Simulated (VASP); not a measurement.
# TiAl30 (a cell with a defect) in VASP: notebook

TiAl30 (a cell with a defect) is run at these levels: r2SCAN; tasks: single point.

All numbers are computed with VASP 6.6.1; they aren't measurements. Logs are shortened: lines on timing, memory, paths and dates and some standing lists are left out, and cuts for length are marked.

## 1. The cell of the first run

The cell holds a defect, 31 atoms: a = 8.100 Å, b = 8.100 Å, c = 8.100 Å, α = 90.00°, β = 90.00°, γ = 90.00°.

## 2. Single point, r2SCAN

Contents of POSCAR:

```
TiAl30
1.0
    8.1000000000      0.0000000000      0.0000000000
    0.0000000000      8.1000000000      0.0000000000
    0.0000000000      0.0000000000      8.1000000000
Al Ti
30 1
Direct
    0.5003149383      0.0045713580      0.0044445679
    0.7524861728      0.2471151852      0.0000592593
    0.7522795062      0.0001292593      0.2471037037
    0.2481508642      0.2470954321      0.0000132099
    0.5003170370      0.4960143210      0.0033043210
    0.7345748148      0.7446679012      0.0009964198
    0.2483383951      0.0001071605      0.2470544444
    0.5002616049      0.2483754321      0.2482656790
    0.7470280247      0.4964317284      0.2508259259
    0.5002835802      0.0031979012      0.4959295062
    0.7465353086      0.2509371605      0.4963804938
    0.7344319753      0.0013819753      0.7443527160
    0.0003233333      0.5197720988     -0.0072124691
    0.2661579012      0.7445900000      0.0010685185
    0.0002672840      0.2475750617      0.2478353086
    0.2536085185      0.4964169136      0.2508467901
    0.5003318519      0.7538477778      0.2548102469
    0.0003043210     -0.0068796296      0.5196209877
    0.2540800000      0.2509217284      0.4963876543
    0.5002658025      0.4979792593      0.4978191358
    0.7479046914      0.7463374074      0.4981498765
    0.2662361728      0.0013938272      0.7443044444
    0.5003000000      0.2549618519      0.7539611111
    0.7475612346      0.4980454321      0.7463824691
    0.0003190123      0.7528118519      0.2501932099
    0.0002858025      0.4966364198      0.4968135802
    0.2527162963      0.7463366667      0.4981702469
    0.0002988889      0.2507083951      0.7524625926
    0.2530635802      0.4980828395      0.7463682716
    0.5003176543      0.7458792593      0.7457311111
    0.0004369136     -0.0292874074     -0.0298469136
```

Contents of INCAR.step1:

```
ALGO = Normal
EDIFF = 1E-4
ENCUT = 520
GGA = PE
ISMEAR = 0
LASPH = T
LCHARG = F
LREAL = Auto
LWAVE = T
NBANDS = 72
NELM = 80
PREC = Accurate
SIGMA = 0.05
```

Contents of INCAR.step2:

```
ALGO = Normal
EDIFF = 1E-6
ENCUT = 520
ISIF = 2
ISMEAR = 0
ISTART = 1
LASPH = T
LCHARG = F
LMIXTAU = T
LREAL = Auto
LWAVE = F
METAGGA = R2SCAN
NBANDS = 72
NELM = 80
PREC = Accurate
SIGMA = 0.05
```

Contents of KPOINTS:

```
k-points
0
Gamma
  2 2 2
```

Potentials or basis: VASP PAW PBE potentials, release 64 (Al, Ti_sv).

The run is started by

```bash
> cat potpaw_PBE.64/Al/POTCAR potpaw_PBE.64/Ti_sv/POTCAR > POTCAR
> cp INCAR.step1 INCAR
> mpirun -np 1 vasp_std > vasp.out
> cp INCAR.step2 INCAR
> mpirun -np 1 vasp_std > vasp.out
```

OUTCAR:

```text
EDIFF = 1E-6
   ENCUT = 520
   ISIF = 2
   ISMEAR = 0
   ISTART = 1
   LASPH = T
   LREAL = Auto
   METAGGA = R2SCAN
   NELM = 80
   PREC = Accurate

 ion  position               nearest neighbor table
   1  0.500  0.005  0.004-   8 2.79   7 2.83   3 2.83   4 2.83  14 2.83   2 2.83   6 2.83  12 2.83
                            22 2.83  23 2.87  17 2.87  30 2.96
   2  0.752  0.247  0.000-   3 2.83   1 2.83  28 2.84  15 2.84  23 2.85   9 2.86   8 2.87   5 2.87
                            12 2.88  24 2.89  13 2.99  31 3.02
   3  0.752  0.000  0.247-   2 2.83   1 2.83  25 2.84  15 2.84  17 2.85  11 2.86   8 2.87  10 2.87
                             6 2.88  21 2.89  18 2.99  31 3.02
   4  0.248  0.247  0.000-   7 2.83   1 2.83  28 2.84  15 2.84  23 2.85  16 2.87   8 2.87   5 2.87
                            22 2.88  29 2.89  13 2.99  31 3.02
   5  0.500  0.496  0.003-  14 2.77   6 2.77  23 2.81   8 2.82   9 2.83  16 2.83   2 2.87   4 2.87
                            24 2.89  29 2.89  30 2.91  17 2.92
   6  0.735  0.745  0.001-   5 2.77  17 2.80  30 2.81  13 2.82   1 2.83  31 2.84   9 2.85  24 2.87
                             3 2.88  12 2.94  25 2.95
   7  0.248  0.000  0.247-   4 2.83   1 2.83  25 2.84  15 2.84  17 2.85   8 2.86  19 2.87  10 2.87
                            14 2.88  27 2.89  18 2.99  31 3.02
   8  0.500  0.248  0.248-   1 2.79   5 2.82  10 2.82  19 2.83  11 2.83  16 2.83   9 2.83  20 2.86
                             7 2.86   3 2.87   4 2.87   2 2.87
   9  0.747  0.496  0.251-  11 2.81  20 2.83   5 2.83   8 2.83  21 2.85   6 2.85  26 2.86   2 2.86
[... 31 lines left out ...]
  25  0.000  0.753  0.250-  13 2.81   7 2.84   3 2.84  21 2.87  27 2.87  31 2.87  26 2.88   9 2.92
                            16 2.92  18 2.92   6 2.95  14 2.95
  26  0.000  0.497  0.497-  15 2.85   9 2.86  16 2.86  11 2.86  19 2.86  28 2.87  21 2.88  27 2.88
                            24 2.88  29 2.88  25 2.88
  27  0.253  0.746  0.498-  17 2.81  30 2.84  20 2.84  29 2.84  16 2.85  18 2.86  25 2.87  22 2.87
                            26 2.88  10 2.89   7 2.89
  28  0.000  0.251  0.752-  18 2.81   4 2.84   2 2.84  24 2.86  29 2.87  31 2.87  26 2.87  11 2.92
                            19 2.92  13 2.92  12 2.95  22 2.95
  29  0.253  0.498  0.746-  23 2.81  30 2.84  20 2.84  27 2.84  19 2.85  13 2.86  28 2.87  14 2.87
                            26 2.88   5 2.89   4 2.89
  30  0.500  0.746  0.746-  14 2.81   6 2.81  22 2.81  12 2.81  29 2.84  24 2.84  27 2.84  21 2.84
                            20 2.84  10 2.90   5 2.91   1 2.96
  31  0.000  0.971  0.970-  22 2.84  12 2.84  14 2.84   6 2.84  28 2.87  25 2.87   4 3.02   2 3.02
                             7 3.02   3 3.02

  LATTYP: Found a simple cubic cell.
 ALAT       =     8.1000000000

  Lattice vectors:

 A1 = (   8.1000000000,   0.0000000000,   0.0000000000)
 A2 = (   0.0000000000,   8.1000000000,   0.0000000000)
 A3 = (   0.0000000000,   0.0000000000,   8.1000000000)

Analysis of symmetry for initial positions (statically):
=====================================================================
 Subroutine PRICEL returns:
 Original cell was already a primitive cell.

 Routine SETGRP: Setting up the symmetry group for a
 simple cubic supercell.

 Subroutine GETGRP returns: Found  1 space group operations
 (whereof  1 operations were pure point group operations)
 out of a pool of 48 trial point group operations.

The static configuration has the point symmetry C_1 .

Analysis of symmetry for dynamics (positions and initial velocities):
=====================================================================
 Subroutine PRICEL returns:
 Original cell was already a primitive cell.

 Routine SETGRP: Setting up the symmetry group for a
 simple cubic supercell.

 Subroutine GETGRP returns: Found  1 space group operations
 (whereof  1 operations were pure point group operations)
 out of a pool of 48 trial point group operations.

The dynamic configuration has the point symmetry C_1 .

 Subroutine INISYM returns: Found  1 space group operations
 (whereof  1 operations are pure point group operations),
 and found     1 'primitive' translations

----------------------------------------------------------------------------------------

                                     Primitive cell

  volume of cell :     531.4410

  direct lattice vectors                    reciprocal lattice vectors
     8.100000000  0.000000000  0.000000000     0.123456790  0.000000000  0.000000000
[... 75 lines left out ...]
 KPOINTS: k-points

Automatic generation of k-mesh.
 Grid dimensions read from file:
 generate k-points for:    2    2    2

 Generating k-lattice:

  Cartesian coordinates                     Fractional coordinates (reciprocal lattice)
     0.061728395  0.000000000  0.000000000     0.500000000  0.000000000  0.000000000
     0.000000000  0.061728395  0.000000000     0.000000000  0.500000000  0.000000000
     0.000000000  0.000000000  0.061728395     0.000000000  0.000000000  0.500000000

  Length of vectors
     0.061728395  0.061728395  0.061728395

  Shift w.r.t. Gamma in fractional coordinates (k-lattice)
     0.000000000  0.000000000  0.000000000

 Subroutine IBZKPT returns following result:
 ===========================================

 Found      8 irreducible k-points:

 Following reciprocal coordinates:
            Coordinates               Weight
  0.000000  0.000000  0.000000      1.000000
  0.500000  0.000000  0.000000      1.000000
  0.000000  0.500000  0.000000      1.000000
  0.000000  0.000000  0.500000      1.000000
  0.500000  0.500000  0.000000      1.000000
  0.000000  0.500000  0.500000      1.000000
  0.500000  0.000000  0.500000      1.000000
  0.500000  0.500000  0.500000      1.000000
   k-points           NKPTS =      8   k-points in BZ     NKDIM =      8   number of bands    NBANDS=     72
   number of dos      NEDOS =    301   number of ions     NIONS =     31
   total plane-waves  NPLWV = 216000
   dimension x,y,z NGX =    60 NGY =   60 NGZ =   60
   dimension x,y,z NGXF=   120 NGYF=  120 NGZF=  120
   ions per type =              30   1
   NGX,Y,Z   is equivalent  to a cutoff of  12.31, 12.31, 12.31 a.u.
   NGXF,Y,Z  is equivalent  to a cutoff of  24.63, 24.63, 24.63 a.u.
 SYSTEM =  unknown system
   PREC   = accura    normal or accurate (medium, high low for compatibility)
   ISTART =      1    job   : 0-new  1-cont  2-samecut
   ICHARG =      0    charge: 1-file 2-atom 10-const
   ISPIN  =      1    spin polarized calculation?
   LNONCOLLINEAR =      F non collinear calculations
   LSORBIT =      F    spin-orbit coupling
   LASPH  =      T    aspherical Exc in radial PAW
   ENCUT  =  520.0 eV  38.22 Ry    6.18 a.u.  15.06 15.06 15.06*2*pi/ulx,y,z
   NELM   =     80;   NELMIN=  2; NELMDL=  0     # of ELM steps
   EDIFF  = 0.1E-05   stopping-criterion for ELM
   LREAL  =      T    real-space projection
   EDIFFG = 0.1E-04   stopping-criterion for IOM
   NSW    =      0    number of steps for IOM
   IBRION =     -1    ionic relax: 0-MD 1-quasi-New 2-CG
   NFREE  =      0    steps in history (QN), initial steepest desc. (CG)
   ISIF   =      2    stress and relaxation
   ISYM   =      2    0-nonsym 1-usesym 2-fastsym
   POTIM  = 0.5000    time-step for ionic-motion
   TEBEG  =    0.0;   TEEND  =   0.0 temperature during run
   PSTRESS=    0.0 pullay stress
   NELECT =     102.0000    total number of electrons
   NUPDOWN=      -1.0000    fix difference up-down
   EMIN   =  10.00;   EMAX   =-10.00  energy-range for DOS
   EFERMI =   0.00;   METHOD = LEGACY
   ISMEAR =     0;   SIGMA  =   0.05  broadening in eV -4-tet -1-fermi 0-gaus
   EFERMI_NEDOS =   21; number of points for ismear=-14 and -15
   IALGO  =     38    algorithm
   IMIX   =      4    mixing-type and parameters
     AMIX     =   0.40;   BMIX     =  1.00
     AMIX_MAG =   1.60;   BMIX_MAG =  1.00
  volume/ion in A,a.u.               =      17.14       115.69
  Fermi-wavevector in a.u.,A,eV,Ry     =   0.944329  1.784523 12.133087  0.891757
  Thomas-Fermi vector in A             =   2.072123
   LORBIT       =      0    0 simple, 1 ext, 2 COOP (PROOUT), +10 PAW based schemes
   METAGGA = R2SCAN    functional components
   LHFCALC =     F    Hartree Fock is set to
   AEXX    =    0.0000 exact exchange contribution
   IVDW    =     0    specifies the selected vdW correction
   LEPSILON=     F    determine dielectric tensor
   LRPA    =     F    only Hartree local field effects (RPA)
 non-spin polarized calculation
 Gauss-broadening in eV      SIGMA  =   0.05
  energy-cutoff  :      520.00
  volume of cell :      531.44
 maximum number of plane-waves:     14400
   NGX = 31   NGY = 31   NGZ = 31

 number of electron     101.9999999 magnetization

 Free energy of the ion-electron system (eV)
  ---------------------------------------------------
  ext. energy  EPLUGINS =         0.00000000
  ---------------------------------------------------
  free energy    TOTEN  =      -214.08352636 eV

  energy without entropy =     -214.06358537  energy(sigma->0) =     -214.07355587

 E-fermi :   7.3609     XC(G=0): -10.7679

 val. band max:        7.3501708064   @ k =   0.5000   0.0000   0.5000
 cond. band min:       7.3881563439   @ k =   0.0000   0.5000   0.5000
 fundamental gap:      0.0379855375
 Fermi energy:         7.3608629961

 k-point     1 :       0.0000    0.0000    0.0000
  band No.  band energies     occupation
      1     -52.2568      2.00000
      2     -27.4925      2.00000
      3     -27.4600      2.00000
      4     -27.4516      2.00000
      5      -3.9609      2.00000
      6      -1.7240      2.00000
[... 517 lines left out ...]
     62       8.8300      0.00000
     63       9.3931      0.00000
 [bands above 63 left out]

------------------------ aborting loop because EDIFF is reached ----------------------------------------

  FORCE on cell =-STRESS in cart. coord.  units (eV):
  Direction    XX          YY          ZZ          XY          YZ          ZX
  --------------------------------------------------------------------------------------
  -------------------------------------------------------------------------------------
  Total      -14.5235395    -14.7295662    -14.6701575      0.0056829      0.7949378      0.0054479
  in kB      -43.7852664    -44.4063913    -44.2272874      0.0171326      2.3965621      0.0164242
  external PRESSURE =     -44.1396483 kB  Pullay stress =       0.0000000 kB

 VOLUME and BASIS-vectors are now :
 -----------------------------------------------------------------------------
  energy-cutoff  :      520.00
  volume of cell :      531.44
      direct lattice vectors                 reciprocal lattice vectors
     8.100000000  0.000000000  0.000000000     0.123456790  0.000000000  0.000000000
     0.000000000  8.100000000  0.000000000     0.000000000  0.123456790  0.000000000
     0.000000000  0.000000000  8.100000000     0.000000000  0.000000000  0.123456790

 POSITION                                       TOTAL-FORCE (eV/Angst)
 -----------------------------------------------------------------------------------
      4.05255      0.03703      0.03600        -0.000422     -0.041688     -0.040579
      6.09514      2.00163      0.00048        -0.017479     -0.008688     -0.032038
      6.09346      0.00105      2.00154        -0.014123     -0.033208     -0.011145
      2.01002      2.00147      0.00011         0.017220     -0.006584     -0.030480
      4.05257      4.01772      0.02677        -0.000378      0.026876      0.018877
      5.95006      6.03181      0.00807         0.093222      0.025481     -0.065790
[... 23 lines left out ...]
      4.05257      6.04162      6.04042         0.000608      0.003648      0.004117
      0.00354      7.86277      7.85824        -0.004268      0.622399      0.615366
 -----------------------------------------------------------------------------------
    total drift:                                0.008540      0.001434     -0.017536

  FREE ENERGIE OF THE ION-ELECTRON SYSTEM (eV)
  ---------------------------------------------------
  free  energy   TOTEN  =      -214.0835263631 eV

  energy  without entropy=     -214.0635853687  energy(sigma->0) =     -214.07355587
```

Run time: 29 min. Hardware: 1 thread of Oxide Virtual Turin-like, shared host; peak memory 0.59 GiB.

Results:

* Free energy: -214.0835 eV
* Pressure: -4.4 GPa
* Largest force: 0.875 eV/Å
* Band gap on the k mesh: zero (bands 51 and 52 overlap by 0.52 eV)

Forces in eV/Å, atoms in the order of the input:
```
Al   0.000 -0.042 -0.041
Al  -0.017 -0.009 -0.032
Al  -0.014 -0.033 -0.011
Al   0.017 -0.007 -0.030
Al   0.000  0.027  0.019
Al   0.093  0.025 -0.066
Al   0.015 -0.032 -0.009
Al   0.002 -0.028 -0.027
Al   0.011 -0.015 -0.042
Al   0.001  0.018  0.026
Al   0.019 -0.043 -0.016
Al   0.096 -0.069  0.030
Al   0.000  0.005  0.002
Al  -0.092  0.028 -0.066
Al   0.001 -0.065 -0.068
Al  -0.014 -0.015 -0.043
Al   0.000 -0.015 -0.056
Al   0.001  0.000  0.007
Al  -0.023 -0.042 -0.016
Al   0.001 -0.044 -0.044
Al  -0.046 -0.038 -0.041
Al  -0.094 -0.069  0.030
Al   0.001 -0.058 -0.017
Al  -0.040 -0.037 -0.039
Al   0.000 -0.052  0.077
Al   0.001 -0.012 -0.016
Al   0.044 -0.039 -0.043
Al   0.000  0.070 -0.048
Al   0.039 -0.036 -0.039
Al   0.001  0.004  0.004
Ti  -0.004  0.622  0.615
```

Stress tensor (GPa, compression positive):
```
-4.38  0.00  0.00
 0.00 -4.44  0.24
 0.00  0.24 -4.42
```

Caveat: the k points lie up to 0.39 Å⁻¹ apart, too coarse for converged energies and pressures of a metal; the PAW data sets were made with another functional, which shifts forces and pressure a little.

## 3. Single point, r2SCAN

Contents of POSCAR:

```
TiAl30
1.0
    8.1000000000      0.0000000000      0.0000000000
    0.0000000000      8.1000000000      0.0000000000
    0.0000000000      0.0000000000      8.1000000000
Al Ti
30 1
Direct
    0.5002746914      0.0062741975      0.0061453086
    0.7538308642      0.2461796296      0.0013072840
    0.7532911111      0.0013262963      0.2466170370
    0.2466017284      0.2460906173      0.0012286420
    0.5002700000      0.4927344444      0.0008849383
    0.7271979012      0.7411812346      0.0047917284
    0.2471097531      0.0012765432      0.2464675309
    0.5001744444      0.2488965432      0.2486613580
    0.7456032099      0.4960249383      0.2527844444
    0.5001924691      0.0007249383      0.4925320988
    0.7448686420      0.2529422222      0.4960169136
    0.7267724691      0.0052800000      0.7407135802
    0.0002995062      0.5179398765     -0.0085520988
    0.2735398765      0.7409809877      0.0049675309
    0.0001765432      0.2509050617      0.2513622222
    0.2548524691      0.4959906173      0.2528254321
    0.5003004938      0.7537961728      0.2576002469
    0.0002618519     -0.0080660494      0.5176308642
    0.2555969136      0.2529162963      0.4960271605
    0.5001681481      0.4997066667      0.4994866667
    0.7507809877      0.7477303704      0.4999358025
    0.2737771605      0.0053425926      0.7406166667
    0.5002287654      0.2578282716      0.7540118519
    0.7502279012      0.4994619753      0.7478760494
    0.0002850617      0.7554022222      0.2437853086
    0.0002064198      0.4961234568      0.4965195062
    0.2496124691      0.7477469136      0.5000293827
    0.0002391358      0.2444404938      0.7548729630
    0.2501664198      0.4995776543      0.7478697531
    0.5002964198      0.7442220988      0.7441427160
    0.0006212346     -0.0760537037     -0.0770820988
```

Contents of INCAR.step1:

```
PREC = Accurate
ENCUT = 520
ISMEAR = 0
SIGMA = 0.05
LREAL = Auto
LASPH = True
NELM = 100
NBANDS = 72
GGA = PE
ALGO = Normal
EDIFF = 1E-4
LWAVE = True
LCHARG = False
```

Contents of INCAR.step2:

```
PREC = Accurate
ENCUT = 520
EDIFF = 1E-6
ISMEAR = 0
SIGMA = 0.05
LREAL = Auto
LASPH = True
NELM = 100
ALGO = Normal
ISIF = 2
LWAVE = False
LCHARG = False
METAGGA = R2SCAN
LMIXTAU = True
NBANDS = 72
ISTART = 1
```

Contents of KPOINTS:

```
Automatic mesh
0
Gamma
  2 2 2
```

Potentials or basis: VASP PAW PBE potentials, release 64 (Al, Ti_sv).

The run is started by

```bash
> cat potpaw_PBE.64/Al/POTCAR potpaw_PBE.64/Ti_sv/POTCAR > POTCAR
> cp INCAR.step1 INCAR
> mpirun -np 1 vasp_std > vasp.out
> cp INCAR.step2 INCAR
> mpirun -np 1 vasp_std > vasp.out
```

Wall time 35 min (1 thread of Oxide Virtual Turin-like, shared host); peak memory 0.59 GiB.

The run converged. Its results:

| Quantity | Value |
| --- | --- |
| Free energy | -213.3838 eV |
| Pressure | -4.1 GPa |
| Largest force | 1.251 eV/Å |
| Band gap on the k mesh | zero (bands 51 and 52 overlap by 0.66 eV) |

Forces in eV/Å, atoms in the order of the input:
```
Al  -0.002 -0.037 -0.035
Al  -0.002 -0.049 -0.036
Al   0.006 -0.035 -0.057
Al   0.003 -0.047 -0.034
Al   0.000 -0.004  0.036
Al   0.027 -0.051 -0.072
Al  -0.005 -0.035 -0.054
Al   0.002 -0.039 -0.041
Al  -0.002 -0.025 -0.041
Al   0.001  0.034 -0.004
Al   0.009 -0.040 -0.026
Al   0.040 -0.080 -0.043
Al  -0.002  0.073 -0.018
Al  -0.027 -0.048 -0.078
Al   0.003 -0.060 -0.062
Al   0.001 -0.025 -0.041
Al   0.000  0.008 -0.032
Al  -0.001 -0.019  0.076
Al  -0.009 -0.039 -0.027
Al   0.003 -0.043 -0.046
Al  -0.058 -0.032 -0.072
Al  -0.032 -0.081 -0.045
Al   0.000 -0.035  0.009
Al  -0.052 -0.064 -0.032
Al  -0.002 -0.090  0.112
Al   0.000 -0.027 -0.032
Al   0.063 -0.033 -0.074
Al  -0.001  0.105 -0.085
Al   0.055 -0.065 -0.033
Al  -0.003  0.001  0.001
Ti  -0.016  0.883  0.885
```

Stress tensor (GPa, compression positive):
```
-3.34  0.00 -0.01
 0.00 -4.53  0.09
-0.01  0.09 -4.50
```

Levels at points of the mesh, in eV from the Fermi level:
```csv
k point,band 48,band 49,band 50,band 51,band 52,band 53,band 54,band 55
"(0.00, 0.00, 0.00)",-0.37,-0.16,0.29,0.30,0.31,0.37,0.41,0.54
"(0.50, 0.00, 0.00)",-0.25,-0.23,-0.17,-0.12,-0.04,0.14,0.16,0.29
"(0.00, 0.50, 0.00)",-0.34,-0.17,-0.16,-0.08,-0.03,0.10,0.30,0.32
"(0.00, 0.00, 0.50)",-0.34,-0.17,-0.16,-0.08,-0.03,0.09,0.30,0.32
"(0.50, 0.50, 0.00)",-0.58,-0.41,-0.02,0.23,0.52,0.60,0.68,0.68
"(0.00, 0.50, 0.50)",-0.86,-0.14,0.01,0.23,0.26,0.52,0.58,0.69
"(0.50, 0.00, 0.50)",-0.58,-0.41,-0.02,0.23,0.53,0.59,0.68,0.68
"(0.50, 0.50, 0.50)",-0.45,-0.43,-0.41,-0.36,-0.36,-0.32,-0.15,-0.02
```

Caveat: the k points lie up to 0.39 Å⁻¹ apart, too coarse for converged energies and pressures of a metal; the PAW data sets were made with another functional, which shifts forces and pressure a little.

[end of part 1 of 2]

The gap in the log of VASP goes by the Fermi energy; the results here count the filled bands.